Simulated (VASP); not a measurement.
# BN (F-43m) in VASP: further runs

Runs on BN. Level: PBE. Tasks: single point.

All numbers are computed with VASP 6.6.1; they aren't measurements. Logs are shortened: lines on timing, memory, paths and dates and some standing lists are left out, and cuts for length are marked.

### 1 The cell of the first run

It takes space group F-43m (No. 216, cubic). Conventional cell: a = 3.625 Å, b = 3.625 Å, c = 3.625 Å, α = 90.00°, β = 90.00°, γ = 90.00°. B (site symmetry -43m) has 4 N at 1.57 Å within 2.1 Å. N (site symmetry -43m) has 4 B at 1.57 Å within 2.1 Å.

### 2 Single point, PBE

INCAR reads:

```
PREC = Accurate ; ENCUT = 600
EDIFF = 1E-6 ; ISMEAR = 0
SIGMA = 0.01 ; LREAL = False
LASPH = True ; NELM = 120
ALGO = Normal ; ISIF = 2
LWAVE = False ; LCHARG = False
GGA = PE ; NBANDS = 11
GGA_COMPAT = False
```

KPOINTS reads:

```
Automatic mesh
0
Gamma
  12 12 12
```

POSCAR reads:

```
BN
1.0
    0.0000000000      1.8123308055      1.8123308055
    1.8123308055      0.0000000000      1.8123308055
    1.8123308055      1.8123308055      0.0000000000
B N
1 1
Direct
    0.0000000000      0.0000000000      0.0000000000
    0.7500000000      0.7500000000      0.7500000000
```

Potentials or basis: VASP PAW PBE potentials, release 64 (B, N).

The run is started by

```sh
$ cat potpaw_PBE.64/B/POTCAR potpaw_PBE.64/N/POTCAR > POTCAR
$ mpirun -np 1 vasp_std > vasp.out
```

OUTCAR:

```text
PREC = Accurate
   ENCUT = 600
   EDIFF = 1E-6
   ISMEAR = 0
   LREAL = False
   LASPH = True
   NELM = 120
   ISIF = 2
   GGA = PE

 ion  position               nearest neighbor table
   1  0.000  0.000  0.000-   2 1.57   2 1.57   2 1.57   2 1.57
   2  0.750  0.750  0.750-   1 1.57   1 1.57   1 1.57   1 1.57

  LATTYP: Found a face centered cubic cell.
 ALAT       =     3.6246616110

  Lattice vectors:

 A1 = (   0.0000000000,   1.8123308055,   1.8123308055)
 A2 = (   1.8123308055,   0.0000000000,   1.8123308055)
 A3 = (   1.8123308055,   1.8123308055,   0.0000000000)

Analysis of symmetry for initial positions (statically):
=====================================================================
 Subroutine PRICEL returns:
 Original cell was already a primitive cell.

 Routine SETGRP: Setting up the symmetry group for a
 face centered cubic supercell.

 Subroutine GETGRP returns: Found 24 space group operations
 (whereof 24 operations were pure point group operations)
 out of a pool of 48 trial point group operations.

The static configuration has the point symmetry T_d .

Analysis of symmetry for dynamics (positions and initial velocities):
=====================================================================
 Subroutine PRICEL returns:
 Original cell was already a primitive cell.

 Routine SETGRP: Setting up the symmetry group for a
 face centered cubic supercell.

 Subroutine GETGRP returns: Found 24 space group operations
 (whereof 24 operations were pure point group operations)
 out of a pool of 48 trial point group operations.

The dynamic configuration has the point symmetry T_d .

 Subroutine INISYM returns: Found 24 space group operations
 (whereof 24 operations are pure point group operations),
 and found     1 'primitive' translations

----------------------------------------------------------------------------------------

                                     Primitive cell

  volume of cell :      11.9054

  direct lattice vectors                    reciprocal lattice vectors
     0.000000000  1.812330806  1.812330806    -0.275887823  0.275887823  0.275887823
     1.812330806  0.000000000  1.812330806     0.275887823 -0.275887823  0.275887823
     1.812330806  1.812330806  0.000000000     0.275887823  0.275887823 -0.275887823

  length of vectors
     2.563022805  2.563022805  2.563022805     0.477851726  0.477851726  0.477851726

  position of ions in fractional coordinates (direct lattice)
     0.000000000  0.000000000  0.000000000
     0.750000000  0.750000000  0.750000000

  ion indices of the primitive-cell ions
   primitive index   ion index
                 1           1
                 2           2

----------------------------------------------------------------------------------------

 KPOINTS: Automatic mesh

Automatic generation of k-mesh.
 Grid dimensions read from file:
 generate k-points for:   12   12   12

 Generating k-lattice:

  Cartesian coordinates                     Fractional coordinates (reciprocal lattice)
    -0.022990652  0.022990652  0.022990652     0.083333333  0.000000000  0.000000000
     0.022990652 -0.022990652  0.022990652     0.000000000  0.083333333  0.000000000
     0.022990652  0.022990652 -0.022990652     0.000000000  0.000000000  0.083333333

  Length of vectors
     0.039820977  0.039820977  0.039820977

  Shift w.r.t. Gamma in fractional coordinates (k-lattice)
     0.000000000  0.000000000  0.000000000

 Subroutine IBZKPT returns following result:
 ===========================================

 Found     72 irreducible k-points:

 Following reciprocal coordinates:
            Coordinates               Weight
  0.000000  0.000000  0.000000      1.000000
  0.083333  0.000000  0.000000      8.000000
  0.166667  0.000000  0.000000      8.000000
  0.250000  0.000000  0.000000      8.000000
  0.333333  0.000000  0.000000      8.000000
  0.416667  0.000000  0.000000      8.000000
[... 16 lines left out ...]
  0.500000  0.166667  0.000000     24.000000
 -0.416667  0.166667  0.000000     24.000000
 [... further k-points ...]
   k-points           NKPTS =     72   k-points in BZ     NKDIM =     72   number of bands    NBANDS=     11
   number of dos      NEDOS =    301   number of ions     NIONS =      2
   total plane-waves  NPLWV =   8000
   dimension x,y,z NGX =    20 NGY =   20 NGZ =   20
   dimension x,y,z NGXF=    40 NGYF=   40 NGZF=   40
   ions per type =               1   1
   NGX,Y,Z   is equivalent  to a cutoff of  12.97, 12.97, 12.97 a.u.
   NGXF,Y,Z  is equivalent  to a cutoff of  25.95, 25.95, 25.95 a.u.
 SYSTEM =  unknown system
   PREC   = accura    normal or accurate (medium, high low for compatibility)
   ISTART =      0    job   : 0-new  1-cont  2-samecut
   ICHARG =      2    charge: 1-file 2-atom 10-const
   ISPIN  =      1    spin polarized calculation?
   LNONCOLLINEAR =      F non collinear calculations
   LSORBIT =      F    spin-orbit coupling
   LASPH  =      T    aspherical Exc in radial PAW
   ENCUT  =  600.0 eV  44.10 Ry    6.64 a.u.   5.12  5.12  5.12*2*pi/ulx,y,z
   NELM   =    120;   NELMIN=  2; NELMDL= -5     # of ELM steps
   EDIFF  = 0.1E-05   stopping-criterion for ELM
   LREAL  =      F    real-space projection
   EDIFFG = 0.1E-04   stopping-criterion for IOM
   NSW    =      0    number of steps for IOM
   IBRION =     -1    ionic relax: 0-MD 1-quasi-New 2-CG
   NFREE  =      0    steps in history (QN), initial steepest desc. (CG)
   ISIF   =      2    stress and relaxation
   ISYM   =      2    0-nonsym 1-usesym 2-fastsym
   POTIM  = 0.5000    time-step for ionic-motion
   TEBEG  =    0.0;   TEEND  =   0.0 temperature during run
   PSTRESS=    0.0 pullay stress
   NELECT =       8.0000    total number of electrons
   NUPDOWN=      -1.0000    fix difference up-down
   EMIN   =  10.00;   EMAX   =-10.00  energy-range for DOS
   EFERMI =   0.00;   METHOD = LEGACY
   ISMEAR =     0;   SIGMA  =   0.01  broadening in eV -4-tet -1-fermi 0-gaus
   EFERMI_NEDOS =   21; number of points for ismear=-14 and -15
   IALGO  =     38    algorithm
   IMIX   =      4    mixing-type and parameters
     AMIX     =   0.40;   BMIX     =  1.00
     AMIX_MAG =   1.60;   BMIX_MAG =  1.00
  volume/ion in A,a.u.               =       5.95        40.17
  Fermi-wavevector in a.u.,A,eV,Ry     =   1.433917  2.709710 27.975184  2.056118
  Thomas-Fermi vector in A             =   2.553383
   LORBIT       =      0    0 simple, 1 ext, 2 COOP (PROOUT), +10 PAW based schemes
   GGA     = PE    functional components
   LHFCALC =     F    Hartree Fock is set to
   AEXX    =    0.0000 exact exchange contribution
   IVDW    =     0    specifies the selected vdW correction
   LEPSILON=     F    determine dielectric tensor
   LRPA    =     F    only Hartree local field effects (RPA)
 non-spin polarized calculation
 Gauss-broadening in eV      SIGMA  =   0.01
  energy-cutoff  :      600.00
  volume of cell :       11.91
 maximum number of plane-waves:       415
   NGX = 11   NGY = 11   NGZ = 11

 number of electron       7.9999999 magnetization

 Free energy of the ion-electron system (eV)
  ---------------------------------------------------
  ext. energy  EPLUGINS =         0.00000000
  ---------------------------------------------------
  free energy    TOTEN  =       -17.45462957 eV

  energy without entropy =      -17.45462957  energy(sigma->0) =      -17.45462957

 E-fermi :   7.4058     XC(G=0): -12.7827

 val. band max:        7.3042320297   @ k =   0.0000   0.0000   0.0000
 cond. band min:      11.7551975495   @ k =   0.5000   0.5000   0.0000
 fundamental gap:      4.4509655198
 Fermi energy:         7.4057935190

 k-point     1 :       0.0000    0.0000    0.0000
  band No.  band energies     occupation
      1     -12.8358      2.00000
      2       7.3042      2.00000
      3       7.3042      2.00000
      4       7.3042      2.00000
      5      16.0859      0.00000
      6      16.0859      0.00000
      7      16.0859      0.00000
      8      17.5243      0.00000
      9      31.9064      0.00000
     10      34.9732      0.00000
     11      34.9732      0.00000

 k-point     2 :       0.0833    0.0000    0.0000
  band No.  band energies     occupation
      1     -12.6678      2.00000
      2       6.3968      2.00000
      3       7.1252      2.00000
      4       7.1252      2.00000
      5      16.2840      0.00000
      6      16.3577      0.00000
      7      16.3577      0.00000
      8      18.0940      0.00000
      9      31.7203      0.00000
     10      32.7787      0.00000
     11      32.7787      0.00000

 k-point     3 :       0.1667    0.0000    0.0000
  band No.  band energies     occupation
      1     -12.1705      2.00000
      2       4.3089      2.00000
      3       6.6894      2.00000
      4       6.6894      2.00000
      5      16.5798      0.00000
      6      16.9895      0.00000
      7      16.9895      0.00000
      8      19.4302      0.00000
      9      31.1947      0.00000
     10      31.2324      0.00000
     11      31.2324      0.00000

 k-point     4 :       0.2500    0.0000    0.0000
  band No.  band energies     occupation
      1     -11.3674      2.00000
      2       1.8576      2.00000
      3       6.1856      2.00000
      4       6.1856      2.00000
      5      16.8671      0.00000
      6      17.5945      0.00000
      7      17.5945      0.00000
      8      20.7695      0.00000
      9      30.6528      0.00000
     10      30.8280      0.00000
     11      30.8280      0.00000

 k-point     5 :       0.3333    0.0000    0.0000
  band No.  band energies     occupation
      1     -10.3221      2.00000
      2      -0.5161      2.00000
      3       5.7557      2.00000
      4       5.7557      2.00000
      5      17.1183      0.00000
      6      17.9079      0.00000
      7      17.9079      0.00000
      8      21.7437      0.00000
      9      30.4233      0.00000
     10      31.6112      0.00000
     11      31.6112      0.00000
[... 211 lines left out ...]
 k-point    21 :       0.3333    0.1667    0.0000
  band No.  band energies     occupation
      1     -10.4891      2.00000
      2       1.2559      2.00000
      3       4.5564      2.00000
      4       4.8328      2.00000
      5      15.3629      0.00000
      6      19.5004      0.00000
      7      20.0311      0.00000
      8      20.0433      0.00000
      9      26.6903      0.00000
     10      33.6019      0.00000
     11      35.3299      0.00000

 k-point    22 :       0.4167    0.1667    0.0000
  band No.  band energies     occupation
      1      -9.4336      2.00000
      2      -0.8198      2.00000
      3       4.1887      2.00000
      4       4.3737      2.00000
      5      15.7704      0.00000
      6      19.6280      0.00000
      7      20.1194      0.00000
      8      20.9879      0.00000
      9      27.5985      0.00000
     10      33.3813      0.00000
     11      35.5953      0.00000

 k-point    23 :       0.5000    0.1667    0.0000
  band No.  band energies     occupation
      1      -8.4785      2.00000
      2      -2.3597      2.00000
      3       3.6070      2.00000
      4       4.4456      2.00000
      5      16.1262      0.00000
      6      19.5582      0.00000
      7      19.8796      0.00000
      8      22.2813      0.00000
      9      27.9726      0.00000
     10      33.5534      0.00000
     11      34.7995      0.00000

 k-point    24 :      -0.4167    0.1667    0.0000
  band No.  band energies     occupation
      1      -8.2965      2.00000
      2      -2.6247      2.00000
      3       3.2081      2.00000
      4       4.7579      2.00000
      5      16.5769      0.00000
      6      19.4112      0.00000
      7      19.4871      0.00000
      8      22.8902      0.00000
      9      28.2593      0.00000
     10      32.5557      0.00000
     11      33.8238      0.00000

 [... further k-points ...]
[... 5 lines left out ...]
  --------------------------------------------------------------------------------------
  -------------------------------------------------------------------------------------
  Total       -0.0017094     -0.0017094     -0.0017094      0.0000000      0.0000000     -0.0000000
  in kB       -0.2300473     -0.2300473     -0.2300473      0.0000000      0.0000000     -0.0000000
  external PRESSURE =      -0.2300473 kB  Pullay stress =       0.0000000 kB

 VOLUME and BASIS-vectors are now :
 -----------------------------------------------------------------------------
  energy-cutoff  :      600.00
  volume of cell :       11.91
      direct lattice vectors                 reciprocal lattice vectors
     0.000000000  1.812330806  1.812330806    -0.275887823  0.275887823  0.275887823
     1.812330806  0.000000000  1.812330806     0.275887823 -0.275887823  0.275887823
     1.812330806  1.812330806  0.000000000     0.275887823  0.275887823 -0.275887823

 POSITION                                       TOTAL-FORCE (eV/Angst)
 -----------------------------------------------------------------------------------
      0.00000      0.00000      0.00000         0.000000      0.000000      0.000000
      2.71850      2.71850      2.71850        -0.000000     -0.000000     -0.000000
 -----------------------------------------------------------------------------------
    total drift:                               -0.000000     -0.000000     -0.000000

  FREE ENERGIE OF THE ION-ELECTRON SYSTEM (eV)
  ---------------------------------------------------
  free  energy   TOTEN  =       -17.4546295710 eV

  energy  without entropy=      -17.4546295710  energy(sigma->0) =      -17.45462957
```

Run time: 20 s. Hardware: 1 thread of Intel Xeon 8259CL, shared host; peak memory 0.12 GiB.

What came out:

```yaml
Free_energy: -17.4546 eV
Pressure: 0.0 GPa
Band_gap_on_the_k_mesh: 4.45 eV, indirect (least direct gap 8.78 eV)
```

(Part 1 of 2 ends here.)
